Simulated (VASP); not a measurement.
# SnSe2 (P4/mmm) in VASP: further runs

Runs on SnSe2. Level: PBE. Tasks: single point.

Program: VASP 6.6.1. These are calculated values, not measurements. Logs are shortened: lines on timing, memory, paths and dates and some standing lists are left out, and cuts for length are marked.

### 1 The cell of the first run

Symmetry: P4/mmm, No. 123, tetragonal system. Conventional cell: a = 2.974 Å, b = 2.974 Å, c = 8.352 Å, α = 90.00°, β = 90.00°, γ = 90.00°. Sn (site symmetry 4/mmm) has 2 Se at 2.74 Å and 4 Sn at 2.97 Å within 3.6 Å. Within 3.6 Å of Se (site symmetry 4mm) lie 1 Sn at 2.74 Å and 5 Se at 2.88 to 2.97 Å.

The cell was built from a structure type or drawn by symmetry, and may not be a known phase.

### 2 Single point, PBE

File INCAR:

```
  PREC = Accurate
  ENCUT = 520
  EDIFF = 1E-6
  ISMEAR = 0
  SIGMA = 0.1
  LREAL = F
  LASPH = T
  NELM = 80
  ALGO = Normal
  ISIF = 2
  LWAVE = F
  LCHARG = F
  GGA = PE
  NBANDS = 20
```

File KPOINTS:

```
Automatic mesh
0
Gamma
  4 4 4
```

File POSCAR:

```
SnSe2
1.0
    2.9736124391      0.0000000000      0.0000000000
    0.0000000000      2.9736124391      0.0000000000
    0.0000000000      0.0000000000      8.3517115781
Sn Se
1 2
Direct
    0.0000000000      0.0000000000      0.0000000000
    0.0000000000      0.0000000000      0.6724492756
    0.0000000000      0.0000000000      0.3275507244
```

Potentials or basis: VASP PAW PBE potentials, release 64 (Sn_d, Se).

Command:

```console
$ cat potpaw_PBE.64/Sn_d/POTCAR potpaw_PBE.64/Se/POTCAR > POTCAR
$ mpirun -np 1 vasp_std > vasp.out
```

OUTCAR:

```text
PREC = Accurate
   ENCUT = 520
   EDIFF = 1E-6
   ISMEAR = 0
   LREAL = F
   LASPH = T
   NELM = 80
   ISIF = 2
   GGA = PE

 ion  position               nearest neighbor table
   1  0.000  0.000  0.000-   2 2.74   3 2.74
   2  0.000  0.000  0.672-   1 2.74
   3  0.000  0.000  0.328-   1 2.74

  LATTYP: Found a simple tetragonal cell.
 ALAT       =     2.9736124391
 C/A-ratio  =     2.8086079639

  Lattice vectors:

 A1 = (   2.9736124391,   0.0000000000,   0.0000000000)
 A2 = (   0.0000000000,   2.9736124391,   0.0000000000)
 A3 = (   0.0000000000,   0.0000000000,   8.3517115781)

Analysis of symmetry for initial positions (statically):
=====================================================================
 Subroutine PRICEL returns:
 Original cell was already a primitive cell.

 Routine SETGRP: Setting up the symmetry group for a
 simple tetragonal supercell.

 Subroutine GETGRP returns: Found 16 space group operations
 (whereof 16 operations were pure point group operations)
 out of a pool of 16 trial point group operations.

The static configuration has the point symmetry D_4h.

Analysis of symmetry for dynamics (positions and initial velocities):
=====================================================================
 Subroutine PRICEL returns:
 Original cell was already a primitive cell.

 Routine SETGRP: Setting up the symmetry group for a
 simple tetragonal supercell.

 Subroutine GETGRP returns: Found 16 space group operations
 (whereof 16 operations were pure point group operations)
 out of a pool of 16 trial point group operations.

The dynamic configuration has the point symmetry D_4h.

 Subroutine INISYM returns: Found 16 space group operations
 (whereof 16 operations are pure point group operations),
 and found     1 'primitive' translations

----------------------------------------------------------------------------------------

                                     Primitive cell

  volume of cell :      73.8489

  direct lattice vectors                    reciprocal lattice vectors
     2.973612439  0.000000000  0.000000000     0.336291302  0.000000000  0.000000000
     0.000000000  2.973612439  0.000000000     0.000000000  0.336291302  0.000000000
     0.000000000  0.000000000  8.351711578     0.000000000  0.000000000  0.119735936

  length of vectors
     2.973612439  2.973612439  8.351711578     0.336291302  0.336291302  0.119735936

  position of ions in fractional coordinates (direct lattice)
     0.000000000  0.000000000  0.000000000
     0.000000000  0.000000000  0.672449276
     0.000000000  0.000000000  0.327550724

  ion indices of the primitive-cell ions
   primitive index   ion index
                 1           1
                 2           2
                 3           3

----------------------------------------------------------------------------------------

 KPOINTS: Automatic mesh

Automatic generation of k-mesh.
 Grid dimensions read from file:
 generate k-points for:    4    4    4

 Generating k-lattice:

  Cartesian coordinates                     Fractional coordinates (reciprocal lattice)
     0.084072826  0.000000000  0.000000000     0.250000000  0.000000000  0.000000000
     0.000000000  0.084072826  0.000000000     0.000000000  0.250000000  0.000000000
     0.000000000  0.000000000  0.029933984     0.000000000  0.000000000  0.250000000

  Length of vectors
     0.084072826  0.084072826  0.029933984

  Shift w.r.t. Gamma in fractional coordinates (k-lattice)
     0.000000000  0.000000000  0.000000000

 Subroutine IBZKPT returns following result:
 ===========================================

 Found     18 irreducible k-points:

 Following reciprocal coordinates:
            Coordinates               Weight
  0.000000  0.000000  0.000000      1.000000
  0.250000  0.000000  0.000000      4.000000
  0.500000  0.000000  0.000000      2.000000
  0.250000  0.250000  0.000000      4.000000
  0.500000  0.250000  0.000000      4.000000
  0.500000  0.500000  0.000000      1.000000
[... 10 lines left out ...]
  0.500000  0.250000  0.500000      4.000000
  0.500000  0.500000  0.500000      1.000000
   k-points           NKPTS =     18   k-points in BZ     NKDIM =     18   number of bands    NBANDS=     20
   number of dos      NEDOS =    301   number of ions     NIONS =      3
   total plane-waves  NPLWV =  36864
   dimension x,y,z NGX =    24 NGY =   24 NGZ =   64
   dimension x,y,z NGXF=    48 NGYF=   48 NGZF=  128
   ions per type =               1   2
   NGX,Y,Z   is equivalent  to a cutoff of  13.42, 13.42, 12.74 a.u.
   NGXF,Y,Z  is equivalent  to a cutoff of  26.84, 26.84, 25.48 a.u.
 SYSTEM =  unknown system
   PREC   = accura    normal or accurate (medium, high low for compatibility)
   ISTART =      0    job   : 0-new  1-cont  2-samecut
   ICHARG =      2    charge: 1-file 2-atom 10-const
   ISPIN  =      1    spin polarized calculation?
   LNONCOLLINEAR =      F non collinear calculations
   LSORBIT =      F    spin-orbit coupling
   LASPH  =      T    aspherical Exc in radial PAW
   ENCUT  =  520.0 eV  38.22 Ry    6.18 a.u.   5.53  5.53 15.53*2*pi/ulx,y,z
   NELM   =     80;   NELMIN=  2; NELMDL= -5     # of ELM steps
   EDIFF  = 0.1E-05   stopping-criterion for ELM
   LREAL  =      F    real-space projection
   EDIFFG = 0.1E-04   stopping-criterion for IOM
   NSW    =      0    number of steps for IOM
   IBRION =     -1    ionic relax: 0-MD 1-quasi-New 2-CG
   NFREE  =      0    steps in history (QN), initial steepest desc. (CG)
   ISIF   =      2    stress and relaxation
   ISYM   =      2    0-nonsym 1-usesym 2-fastsym
   POTIM  = 0.5000    time-step for ionic-motion
   TEBEG  =    0.0;   TEEND  =   0.0 temperature during run
   PSTRESS=    0.0 pullay stress
   NELECT =      26.0000    total number of electrons
   NUPDOWN=      -1.0000    fix difference up-down
   EMIN   =  10.00;   EMAX   =-10.00  energy-range for DOS
   EFERMI =   0.00;   METHOD = LEGACY
   ISMEAR =     0;   SIGMA  =   0.10  broadening in eV -4-tet -1-fermi 0-gaus
   EFERMI_NEDOS =   21; number of points for ismear=-14 and -15
   IALGO  =     38    algorithm
   IMIX   =      4    mixing-type and parameters
     AMIX     =   0.40;   BMIX     =  1.00
     AMIX_MAG =   1.60;   BMIX_MAG =  1.00
  volume/ion in A,a.u.               =      24.62       166.12
  Fermi-wavevector in a.u.,A,eV,Ry     =   1.155982  2.184490 18.181400  1.336295
  Thomas-Fermi vector in A             =   2.292606
   LORBIT       =      0    0 simple, 1 ext, 2 COOP (PROOUT), +10 PAW based schemes
   GGA     = PE    functional components
   LHFCALC =     F    Hartree Fock is set to
   AEXX    =    0.0000 exact exchange contribution
   IVDW    =     0    specifies the selected vdW correction
   LEPSILON=     F    determine dielectric tensor
   LRPA    =     F    only Hartree local field effects (RPA)
 non-spin polarized calculation
 Gauss-broadening in eV      SIGMA  =   0.10
  energy-cutoff  :      520.00
  volume of cell :       73.85
 maximum number of plane-waves:      2023
 NGX is ok and might be reduce to    24
   NGX = 11   NGY = 11   NGZ = 31

 number of electron      25.9999994 magnetization

 Free energy of the ion-electron system (eV)
  ---------------------------------------------------
  ext. energy  EPLUGINS =         0.00000000
  ---------------------------------------------------
  free energy    TOTEN  =       -11.10733452 eV

  energy without entropy =      -11.10301396  energy(sigma->0) =      -11.10517424

 E-fermi :   5.0288     XC(G=0):  -9.9161

 val. band max:        4.9717854289   @ k =   0.5000   0.2500   0.0000
 cond. band min:       5.1082666353   @ k =   0.0000   0.0000   0.5000
 fundamental gap:      0.1364812065
 Fermi energy:         5.0287536908

 k-point     1 :       0.0000    0.0000    0.0000
  band No.  band energies     occupation
      1     -16.8197      2.00000
      2     -16.5930      2.00000
      3     -16.3477      2.00000
      4     -16.3477      2.00000
      5     -16.3232      2.00000
      6      -9.2471      2.00000
[... 12 lines left out ...]
     19      13.4141      0.00000
     20      14.3507      0.00000

 k-point     2 :       0.2500    0.0000    0.0000
  band No.  band energies     occupation
      1     -16.7118      2.00000
      2     -16.4830      2.00000
      3     -16.4275      2.00000
      4     -16.3886      2.00000
      5     -16.3411      2.00000
      6      -8.5648      2.00000
[... 12 lines left out ...]
     19      13.7834      0.00000
     20      14.0865      0.00000

 k-point     3 :       0.5000    0.0000    0.0000
  band No.  band energies     occupation
      1     -16.6671      2.00000
      2     -16.5056      2.00000
      3     -16.4531      2.00000
      4     -16.3344      2.00000
      5     -16.3081      2.00000
      6      -7.6187      2.00000
[... 12 lines left out ...]
     19      15.0852      0.00000
     20      15.6267      0.00000

 k-point     4 :       0.2500    0.2500    0.0000
  band No.  band energies     occupation
      1     -16.5093      2.00000
      2     -16.4736      2.00000
      3     -16.4562      2.00000
      4     -16.4216      2.00000
      5     -16.4160      2.00000
      6      -7.8935      2.00000
[... 12 lines left out ...]
     19      14.2555      0.00000
     20      14.9191      0.00000

 k-point     5 :       0.5000    0.2500    0.0000
  band No.  band energies     occupation
      1     -16.5443      2.00000
      2     -16.4950      2.00000
      3     -16.4663      2.00000
      4     -16.4101      2.00000
      5     -16.2798      2.00000
      6      -6.9664      2.00000
[... 12 lines left out ...]
     19      11.8496      0.00000
     20      12.3393      0.00000

 k-point     6 :       0.5000    0.5000    0.0000
  band No.  band energies     occupation
      1     -16.6333      2.00000
      2     -16.4843      2.00000
      3     -16.4843      2.00000
      4     -16.3457      2.00000
      5     -16.1670      2.00000
      6      -6.0711      2.00000
[... 12 lines left out ...]
     19      10.6940      0.00000
     20      13.1899      0.00000

 k-point     7 :       0.0000    0.0000    0.2500
  band No.  band energies     occupation
      1     -16.8197      2.00000
      2     -16.5929      2.00000
      3     -16.3477      2.00000
      4     -16.3477      2.00000
      5     -16.3232      2.00000
      6      -9.2004      2.00000
[... 12 lines left out ...]
     19      13.5003      0.00000
     20      14.1532      0.00000
[... 139 lines left out ...]
 k-point    14 :       0.2500    0.0000    0.5000
  band No.  band energies     occupation
      1     -16.7118      2.00000
      2     -16.4828      2.00000
      3     -16.4275      2.00000
      4     -16.3886      2.00000
      5     -16.3411      2.00000
      6      -8.4840      2.00000
[... 12 lines left out ...]
     19      14.1693      0.00000
     20      14.8015      0.00000

 k-point    15 :       0.5000    0.0000    0.5000
  band No.  band energies     occupation
      1     -16.6670      2.00000
      2     -16.5056      2.00000
      3     -16.4530      2.00000
      4     -16.3344      2.00000
      5     -16.3080      2.00000
      6      -7.5859      2.00000
[... 12 lines left out ...]
     19      14.8225      0.00000
     20      15.2351      0.00000

 k-point    16 :       0.2500    0.2500    0.5000
  band No.  band energies     occupation
      1     -16.5093      2.00000
      2     -16.4736      2.00000
      3     -16.4561      2.00000
      4     -16.4216      2.00000
      5     -16.4160      2.00000
      6      -7.8318      2.00000
[... 12 lines left out ...]
     19      13.3715      0.00000
     20      14.7708      0.00000

 k-point    17 :       0.5000    0.2500    0.5000
  band No.  band energies     occupation
      1     -16.5443      2.00000
      2     -16.4950      2.00000
      3     -16.4663      2.00000
      4     -16.4101      2.00000
      5     -16.2798      2.00000
      6      -6.9444      2.00000
[... 12 lines left out ...]
     19      11.9093      0.00000
     20      12.2547      0.00000

 k-point    18 :       0.5000    0.5000    0.5000
  band No.  band energies     occupation
      1     -16.6333      2.00000
      2     -16.4843      2.00000
      3     -16.4843      2.00000
      4     -16.3457      2.00000
      5     -16.1670      2.00000
      6      -6.0759      2.00000
[... 12 lines left out ...]
     19      11.4844      0.00000
     20      11.4844      0.00000

------------------------ aborting loop because EDIFF is reached ----------------------------------------

  FORCE on cell =-STRESS in cart. coord.  units (eV):
  Direction    XX          YY          ZZ          XY          YZ          ZX
  --------------------------------------------------------------------------------------
  -------------------------------------------------------------------------------------
  Total       -0.0245936     -0.0245936     -0.0141522      0.0000000      0.0000000     -0.0000000
  in kB       -0.5335659     -0.5335659     -0.3070365      0.0000000      0.0000000     -0.0000000
  external PRESSURE =      -0.4580561 kB  Pullay stress =       0.0000000 kB

 VOLUME and BASIS-vectors are now :
 -----------------------------------------------------------------------------
  energy-cutoff  :      520.00
  volume of cell :       73.85
      direct lattice vectors                 reciprocal lattice vectors
     2.973612439  0.000000000  0.000000000     0.336291302  0.000000000  0.000000000
     0.000000000  2.973612439  0.000000000     0.000000000  0.336291302  0.000000000
     0.000000000  0.000000000  8.351711578     0.000000000  0.000000000  0.119735936

 POSITION                                       TOTAL-FORCE (eV/Angst)
 -----------------------------------------------------------------------------------
      0.00000      0.00000      0.00000         0.000000      0.000000      0.000000
      0.00000      0.00000      5.61610        -0.000000      0.000000      0.002036
      0.00000      0.00000      2.73561         0.000000     -0.000000     -0.002036
 -----------------------------------------------------------------------------------
    total drift:                                0.000000     -0.000000      0.000000

  FREE ENERGIE OF THE ION-ELECTRON SYSTEM (eV)
  ---------------------------------------------------
  free  energy   TOTEN  =       -11.1073345172 eV

  energy  without entropy=      -11.1030139645  energy(sigma->0) =      -11.10517424
```

It took 12 s on 1 thread of Intel Xeon 6975P-C (Granite Rapids), shared host; peak memory 0.19 GiB.

What came out:

| Property | Result |
| --- | --- |
| Free energy | -11.1073 eV |
| Pressure | 0.0 GPa |
| Band gap on the k mesh | zero (bands 13 and 14 overlap by 3.39 eV) |

Forces in eV/Å, atoms in the order of the input:
```
Sn   0.000  0.000  0.000
Se   0.000  0.000  0.002
Se   0.000  0.000 -0.002
```

Caveat: the k points lie up to 0.53 Å⁻¹ apart, too coarse for converged energies and pressures of a metal; spin-orbit coupling is left out, which moves the levels of the heavy elements.

[end of part 1 of 2]
